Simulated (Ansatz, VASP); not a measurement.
## Two plane-wave programs on NiCl3

File INCAR:

```
SYSTEM = NiCl3
ALGO = Normal
EDIFF = 1E-6
ENCUT = 520
GGA = PS
ISIF = 2
ISMEAR = 0
ISPIN = 2
LASPH = .True.
LCHARG = .True.
LELF = .True.
LMAXMIX = 4
LORBIT = 11
LREAL = .False.
LVHAR = .True.
LWAVE = .False.
MAGMOM = 0.16 0 0 0
NBANDS = 28
NELM = 150
PREC = Accurate
SIGMA = 0.05
```

KPOINTS

```
k-points
0
Gamma
  6 6 6
  0 0 0
```

The input POSCAR:

```
NiCl3
1.0
    4.5101677161      0.0000000000      0.0000000000
    0.0000000000      4.5101677161      0.0000000000
    0.0000000000      0.0000000000      4.5101677161
Ni Cl
1 3
Direct
    0.0000000000      0.0000000000      0.0000000000
    0.5000000000      0.0000000000      0.0000000000
    0.0000000000      0.0000000000      0.5000000000
    0.0000000000      0.5000000000      0.0000000000
```

Input for Ansatz:

```yaml
crystal:
  lattice:
    - [4.5101677161, 0.0, 0.0]
    - [0.0, 4.5101677161, 0.0]
    - [0.0, 0.0, 4.5101677161]
  atoms:
    - { symbol: Ni, position: [0.0, 0.0, 0.0], spin: 0.16 }
    - { symbol: Cl, position: [0.5, 0.0, 0.0] }
    - { symbol: Cl, position: [0.0, 0.0, 0.5] }
    - { symbol: Cl, position: [0.0, 0.5, 0.0] }
basis:
  ecutwfc: 420
  ecutrho_ratio: 4
kpoints:
  mp_grid: { grid: [6, 6, 6] }
hamiltonian:
  xc: pbesol
scf:
  occupations: { method: gaussian, width: 0.05 }
output:
  forces: true
  stress: true
  eigenvalues: true
  populations: true
magnetization:
  spin_polarized: true
```

Alike in both runs: task single point; functional PBEsol; k mesh 6 × 6 × 6; occupations gaussian, width 0.05 eV; collinear spin.

|  | VASP | Ansatz |
| --- | --- | --- |
| version | VASP 6.6.1 | Ansatz 0.2.0 |
| potentials or method | VASP PAW PBE potentials, release 64 (Ni, Cl), cutoff 520 eV | scalar-relativistic, plane waves, PAW |
| valence electrons in the cell | 31 | 39 |

VASP gave:

```
gap on the k mesh at the Fermi level (eV)                     : none
pressure (GPa)                                                : 0.1
net moment per atom (μB)                                      : 0.00
size of the moment on the site where the two differ most (μB) : 0.01
```

Task: What did Ansatz give for the same quantities?

Result: gap on the k mesh at the Fermi level (eV): none; pressure (GPa): 0.4; net moment per atom (μB): 0.02; size of the moment on the site where the two differ most (μB): 0.07.

VASP's potentials were made for PBE, not for PBEsol. Site moments also hang on the region over which each program counts them. A gap of «none» marks a metal or a gap that the smearing closes. With one functional, cell and mesh, what is left measures potentials, basis and numerics. VASP's potentials hold 31 valence electrons a cell and Ansatz's 39, so a difference there can come from the potentials and not from the codes.
